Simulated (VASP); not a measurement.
# BAs (F-43m) in VASP: notebook

The runs below take BAs through single point, with PBE.

All numbers are computed with VASP 6.6.1; they aren't measurements. Logs are shortened: lines on timing, memory, paths and dates and some standing lists are left out, and cuts for length are marked.

## 1. The cell of the first run

Symmetry: F-43m, No. 216, cubic system. The conventional cell has a = 4.777 Å, b = 4.777 Å, c = 4.777 Å, α = 90.00°, β = 90.00°, γ = 90.00°. B (site symmetry -43m) has 4 As at 2.07 Å within 2.7 Å. As (site symmetry -43m) has 4 B at 2.07 Å within 2.7 Å.

## 2. Single point, PBE

Input file INCAR:

```
PREC = Accurate
ENCUT = 500
EDIFF = 1E-6
ISMEAR = 0
SIGMA = 0.1
LREAL = F
LASPH = T
NELM = 120
ALGO = Normal
ISIF = 2
LWAVE = F
LCHARG = F
GGA = PE
NBANDS = 11
GGA_COMPAT = F
```

Input file KPOINTS:

```
Automatic mesh
0
Gamma
  6 6 6
```

Input file POSCAR:

```
BAs
1.0
    0.0000000000      2.3884999800      2.3884999800
    2.3884999800      0.0000000000      2.3884999800
    2.3884999800      2.3884999800      0.0000000000
B As
1 1
Direct
    0.0000000000      0.0000000000      0.0000000000
    0.2500000000      0.2500000000      0.2500000000
```

Potentials or basis: VASP PAW PBE potentials, release 64 (B, As).

Run with:

```bash
$ cat potpaw_PBE.64/B/POTCAR potpaw_PBE.64/As/POTCAR > POTCAR
$ mpirun -np 1 vasp_std > vasp.out
```

OUTCAR:

```text
PREC = Accurate
   ENCUT = 500
   EDIFF = 1E-6
   ISMEAR = 0
   LREAL = F
   LASPH = T
   NELM = 120
   ISIF = 2
   GGA = PE

 ion  position               nearest neighbor table
   1  0.000  0.000  0.000-   2 2.07   2 2.07   2 2.07   2 2.07
   2  0.250  0.250  0.250-   1 2.07   1 2.07   1 2.07   1 2.07

  LATTYP: Found a face centered cubic cell.
 ALAT       =     4.7769999600

  Lattice vectors:

 A1 = (   0.0000000000,   2.3884999800,   2.3884999800)
 A2 = (   2.3884999800,   0.0000000000,   2.3884999800)
 A3 = (   2.3884999800,   2.3884999800,   0.0000000000)

Analysis of symmetry for initial positions (statically):
=====================================================================
 Subroutine PRICEL returns:
 Original cell was already a primitive cell.

 Routine SETGRP: Setting up the symmetry group for a
 face centered cubic supercell.

 Subroutine GETGRP returns: Found 24 space group operations
 (whereof 24 operations were pure point group operations)
 out of a pool of 48 trial point group operations.

The static configuration has the point symmetry T_d .

Analysis of symmetry for dynamics (positions and initial velocities):
=====================================================================
 Subroutine PRICEL returns:
 Original cell was already a primitive cell.

 Routine SETGRP: Setting up the symmetry group for a
 face centered cubic supercell.

 Subroutine GETGRP returns: Found 24 space group operations
 (whereof 24 operations were pure point group operations)
 out of a pool of 48 trial point group operations.

The dynamic configuration has the point symmetry T_d .

 Subroutine INISYM returns: Found 24 space group operations
 (whereof 24 operations are pure point group operations),
 and found     1 'primitive' translations

----------------------------------------------------------------------------------------

                                     Primitive cell

  volume of cell :      27.2525

  direct lattice vectors                    reciprocal lattice vectors
     0.000000000  2.388499980  2.388499980    -0.209336405  0.209336405  0.209336405
     2.388499980  0.000000000  2.388499980     0.209336405 -0.209336405  0.209336405
     2.388499980  2.388499980  0.000000000     0.209336405  0.209336405 -0.209336405

  length of vectors
     3.377849065  3.377849065  3.377849065     0.362581290  0.362581290  0.362581290

  position of ions in fractional coordinates (direct lattice)
     0.000000000  0.000000000  0.000000000
     0.250000000  0.250000000  0.250000000

  ion indices of the primitive-cell ions
   primitive index   ion index
                 1           1
                 2           2

----------------------------------------------------------------------------------------

 KPOINTS: Automatic mesh

Automatic generation of k-mesh.
 Grid dimensions read from file:
 generate k-points for:    6    6    6

 Generating k-lattice:

  Cartesian coordinates                     Fractional coordinates (reciprocal lattice)
    -0.034889401  0.034889401  0.034889401     0.166666667  0.000000000  0.000000000
     0.034889401 -0.034889401  0.034889401     0.000000000  0.166666667  0.000000000
     0.034889401  0.034889401 -0.034889401     0.000000000  0.000000000  0.166666667

  Length of vectors
     0.060430215  0.060430215  0.060430215

  Shift w.r.t. Gamma in fractional coordinates (k-lattice)
     0.000000000  0.000000000  0.000000000

 Subroutine IBZKPT returns following result:
 ===========================================

 Found     16 irreducible k-points:

 Following reciprocal coordinates:
            Coordinates               Weight
  0.000000  0.000000  0.000000      1.000000
  0.166667  0.000000  0.000000      8.000000
  0.333333  0.000000  0.000000      8.000000
  0.500000  0.000000  0.000000      4.000000
  0.166667  0.166667  0.000000      6.000000
  0.333333  0.166667  0.000000     24.000000
[... 8 lines left out ...]
 -0.333333  0.333333  0.166667     24.000000
 -0.333333  0.500000  0.166667     12.000000
   k-points           NKPTS =     16   k-points in BZ     NKDIM =     16   number of bands    NBANDS=     11
   number of dos      NEDOS =    301   number of ions     NIONS =      2
   total plane-waves  NPLWV =  21952
   dimension x,y,z NGX =    28 NGY =   28 NGZ =   28
   dimension x,y,z NGXF=    56 NGYF=   56 NGZF=   56
   ions per type =               1   1
   NGX,Y,Z   is equivalent  to a cutoff of  13.78, 13.78, 13.78 a.u.
   NGXF,Y,Z  is equivalent  to a cutoff of  27.56, 27.56, 27.56 a.u.
 SYSTEM =  unknown system
   PREC   = accura    normal or accurate (medium, high low for compatibility)
   ISTART =      0    job   : 0-new  1-cont  2-samecut
   ICHARG =      2    charge: 1-file 2-atom 10-const
   ISPIN  =      1    spin polarized calculation?
   LNONCOLLINEAR =      F non collinear calculations
   LSORBIT =      F    spin-orbit coupling
   LASPH  =      T    aspherical Exc in radial PAW
   ENCUT  =  500.0 eV  36.75 Ry    6.06 a.u.   6.16  6.16  6.16*2*pi/ulx,y,z
   NELM   =    120;   NELMIN=  2; NELMDL= -5     # of ELM steps
   EDIFF  = 0.1E-05   stopping-criterion for ELM
   LREAL  =      F    real-space projection
   EDIFFG = 0.1E-04   stopping-criterion for IOM
   NSW    =      0    number of steps for IOM
   IBRION =     -1    ionic relax: 0-MD 1-quasi-New 2-CG
   NFREE  =      0    steps in history (QN), initial steepest desc. (CG)
   ISIF   =      2    stress and relaxation
   ISYM   =      2    0-nonsym 1-usesym 2-fastsym
   POTIM  = 0.5000    time-step for ionic-motion
   TEBEG  =    0.0;   TEEND  =   0.0 temperature during run
   PSTRESS=    0.0 pullay stress
   NELECT =       8.0000    total number of electrons
   NUPDOWN=      -1.0000    fix difference up-down
   EMIN   =  10.00;   EMAX   =-10.00  energy-range for DOS
   EFERMI =   0.00;   METHOD = LEGACY
   ISMEAR =     0;   SIGMA  =   0.10  broadening in eV -4-tet -1-fermi 0-gaus
   EFERMI_NEDOS =   21; number of points for ismear=-14 and -15
   IALGO  =     38    algorithm
   IMIX   =      4    mixing-type and parameters
     AMIX     =   0.40;   BMIX     =  1.00
     AMIX_MAG =   1.60;   BMIX_MAG =  1.00
  volume/ion in A,a.u.               =      13.63        91.95
  Fermi-wavevector in a.u.,A,eV,Ry     =   1.088018  2.056057 16.106361  1.183784
  Thomas-Fermi vector in A             =   2.224191
   LORBIT       =      0    0 simple, 1 ext, 2 COOP (PROOUT), +10 PAW based schemes
   GGA     = PE    functional components
   LHFCALC =     F    Hartree Fock is set to
   AEXX    =    0.0000 exact exchange contribution
   IVDW    =     0    specifies the selected vdW correction
   LEPSILON=     F    determine dielectric tensor
   LRPA    =     F    only Hartree local field effects (RPA)
 non-spin polarized calculation
 Gauss-broadening in eV      SIGMA  =   0.10
  energy-cutoff  :      500.00
  volume of cell :       27.25
 maximum number of plane-waves:       701
 NGX is ok and might be reduce to    28
   NGX = 13   NGY = 13   NGZ = 13

 number of electron       8.0000000 magnetization

 Free energy of the ion-electron system (eV)
  ---------------------------------------------------
  ext. energy  EPLUGINS =         0.00000000
  ---------------------------------------------------
  free energy    TOTEN  =       -11.38737027 eV

  energy without entropy =      -11.38737027  energy(sigma->0) =      -11.38737027

 E-fermi :   6.6082     XC(G=0): -10.5810

 val. band max:        6.1325610548   @ k =   0.0000   0.0000   0.0000
 cond. band min:       7.4050155038   @ k =   0.3333   0.3333   0.0000
 fundamental gap:      1.2724544490
 Fermi energy:         6.6082249472

 k-point     1 :       0.0000    0.0000    0.0000
  band No.  band energies     occupation
      1      -9.2706      2.00000
      2       6.1326      2.00000
      3       6.1326      2.00000
      4       6.1326      2.00000
      5       9.4064      0.00000
      6       9.4064      0.00000
      7       9.4064      0.00000
      8      10.8198      0.00000
      9      15.7143      0.00000
     10      19.0790      0.00000
     11      19.0790      0.00000

 k-point     2 :       0.1667    0.0000    0.0000
  band No.  band energies     occupation
      1      -8.8177      2.00000
      2       3.1734      2.00000
      3       5.4504      2.00000
      4       5.4504      2.00000
      5       9.4329      0.00000
      6      10.2936      0.00000
      7      10.2936      0.00000
      8      12.7821      0.00000
      9      17.1353      0.00000
     10      17.4188      0.00000
     11      17.4188      0.00000

 k-point     3 :       0.3333    0.0000    0.0000
  band No.  band energies     occupation
      1      -7.5515      2.00000
      2      -0.6106      2.00000
      3       4.6159      2.00000
      4       4.6159      2.00000
      5       8.9952      0.00000
      6      10.9585      0.00000
      7      10.9585      0.00000
      8      14.8128      0.00000
      9      17.6257      0.00000
     10      18.1540      0.00000
     11      18.1540      0.00000

 k-point     4 :       0.5000    0.0000    0.0000
  band No.  band energies     occupation
      1      -6.3985      2.00000
      2      -2.6585      2.00000
      3       4.3102      2.00000
      4       4.3102      2.00000
      5       8.8238      0.00000
      6      10.9102      0.00000
      7      10.9102      0.00000
      8      14.9959      0.00000
      9      18.8484      0.00000
     10      20.7006      0.00000
     11      20.7006      0.00000
[... 127 lines left out ...]
 k-point    14 :       0.5000    0.3333    0.1667
  band No.  band energies     occupation
      1      -6.4702      2.00000
      2      -0.6241      2.00000
      3       1.2559      2.00000
      4       2.9149      2.00000
      5       9.9110      0.00000
      6      11.3231      0.00000
      7      11.9944      0.00000
      8      15.1753      0.00000
      9      17.5794      0.00000
     10      19.8629      0.00000
     11      22.2196      0.00000

 k-point    15 :      -0.3333    0.3333    0.1667
  band No.  band energies     occupation
      1      -5.4421      2.00000
      2      -1.9187      2.00000
      3       0.7155      2.00000
      4       2.2664      2.00000
      5      10.4624      0.00000
      6      11.3702      0.00000
      7      13.5839      0.00000
      8      15.0313      0.00000
      9      16.3779      0.00000
     10      20.5879      0.00000
     11      22.4106      0.00000

 k-point    16 :      -0.3333    0.5000    0.1667
  band No.  band energies     occupation
      1      -4.9616      2.00000
      2      -2.0763      2.00000
      3       0.9765      2.00000
      4       1.1718      2.00000
      5       9.9022      0.00000
      6      10.1191      0.00000
      7      14.7769      0.00000
      8      15.0217      0.00000
      9      18.4396      0.00000
     10      21.7908      0.00000
     11      21.9615      0.00000

------------------------ aborting loop because EDIFF is reached ----------------------------------------

  FORCE on cell =-STRESS in cart. coord.  units (eV):
  Direction    XX          YY          ZZ          XY          YZ          ZX
  --------------------------------------------------------------------------------------
  -------------------------------------------------------------------------------------
  Total        0.5897237      0.5897237      0.5897237      0.0000000      0.0000000      0.0000000
  in kB       34.6699678     34.6699678     34.6699678      0.0000000      0.0000000      0.0000000
  external PRESSURE =      34.6699678 kB  Pullay stress =       0.0000000 kB

 VOLUME and BASIS-vectors are now :
 -----------------------------------------------------------------------------
  energy-cutoff  :      500.00
  volume of cell :       27.25
      direct lattice vectors                 reciprocal lattice vectors
     0.000000000  2.388499980  2.388499980    -0.209336405  0.209336405  0.209336405
     2.388499980  0.000000000  2.388499980     0.209336405 -0.209336405  0.209336405
     2.388499980  2.388499980  0.000000000     0.209336405  0.209336405 -0.209336405

 POSITION                                       TOTAL-FORCE (eV/Angst)
 -----------------------------------------------------------------------------------
      0.00000      0.00000      0.00000        -0.000000      0.000000      0.000000
      1.19425      1.19425      1.19425         0.000000     -0.000000     -0.000000
 -----------------------------------------------------------------------------------
    total drift:                               -0.000000     -0.000000     -0.000000

  FREE ENERGIE OF THE ION-ELECTRON SYSTEM (eV)
  ---------------------------------------------------
  free  energy   TOTEN  =       -11.3873702723 eV

  energy  without entropy=      -11.3873702723  energy(sigma->0) =      -11.38737027
```

Wall time 12 s (1 thread of Intel Xeon 8259CL, shared host); peak memory 0.15 GiB.

Results:

```
Free energy            : -11.3874 eV
Pressure               : 3.5 GPa
Band gap on the k mesh : 1.27 eV (least direct gap 3.27 eV)
```

Levels at points of the mesh, in eV from the valence-band top:
| k point | band 1 | band 2 | band 3 | band 4 | band 5 | band 6 | band 7 | band 8 | band 9 |
| --- | --- | --- | --- | --- | --- | --- | --- | --- | --- |
| (0.00, 0.00, 0.00) | -15.40 | 0.00 | 0.00 | 0.00 | 3.27 | 3.27 | 3.27 | 4.69 | 9.58 |
| (0.50, 0.00, 0.00) | -12.53 | -8.79 | -1.82 | -1.82 | 2.69 | 4.78 | 4.78 | 8.86 | 12.72 |
| (0.50, 0.50, 0.00) | -11.21 | -8.53 | -4.08 | -4.08 | 1.42 | 1.44 | 11.37 | 11.37 | 12.87 |

Caveat: the cell stands under pressure. Expect the measured gap to be larger: semilocal functionals such as PBE lack the derivative discontinuity.

## 3. Single point, PBE

This run uses another cell than the first one, of 13.83 Å³/atom.

Input file INCAR:

```
SYSTEM = BAs
PREC = Accurate
ENCUT = 500
EDIFF = 1E-6
ISMEAR = 0
SIGMA = 0.1
LREAL = .FALSE.
LASPH = .TRUE.
NELM = 120
ALGO = Normal
ISIF = 2
LWAVE = .FALSE.
LCHARG = .TRUE.
GGA = PE
LELF = .TRUE.
LVHAR = .TRUE.
NBANDS = 11
GGA_COMPAT = .FALSE.
```

Input file KPOINTS:

```
regular mesh
0
G
  6 6 6
  0 0 0
```

Input file POSCAR:

```
BAs
1.0
    0.0000000000      2.4006354670      2.4006354670
    2.4006354670      0.0000000000      2.4006354670
    2.4006354670      2.4006354670      0.0000000000
B As
1 1
Direct
    0.0000000000      0.0000000000      0.0000000000
    0.2500000000      0.2500000000      0.2500000000
```

Potentials or basis: VASP PAW PBE potentials, release 64 (B, As).

Run with:

```bash
$ cat potpaw_PBE.64/B/POTCAR potpaw_PBE.64/As/POTCAR > POTCAR
$ mpirun -np 1 vasp_std > vasp.out
```

Run time: 14 s. Hardware: 1 thread of Intel Xeon 8259CL, shared host; peak memory 0.15 GiB.

The run converged. Its results:

```yaml
Free_energy: -11.3937 eV
Pressure: 1.3 GPa
Band_gap_on_the_k_mesh: 1.29 eV (least direct gap 3.25 eV)
```

Levels at points of the mesh, in eV from the valence-band top:
```
           k point  band 1  band 2  band 3  band 4  band 5  band 6  band 7  band 8
(0.00, 0.00, 0.00)  -15.27    0.00    0.00    0.00    3.26    3.26    3.26    4.49
(0.50, 0.00, 0.00)  -12.45   -8.68   -1.80   -1.80    2.60    4.76    4.76    8.83
(0.50, 0.50, 0.00)  -11.15   -8.45   -4.02   -4.02    1.44    1.45   11.22   11.22
```
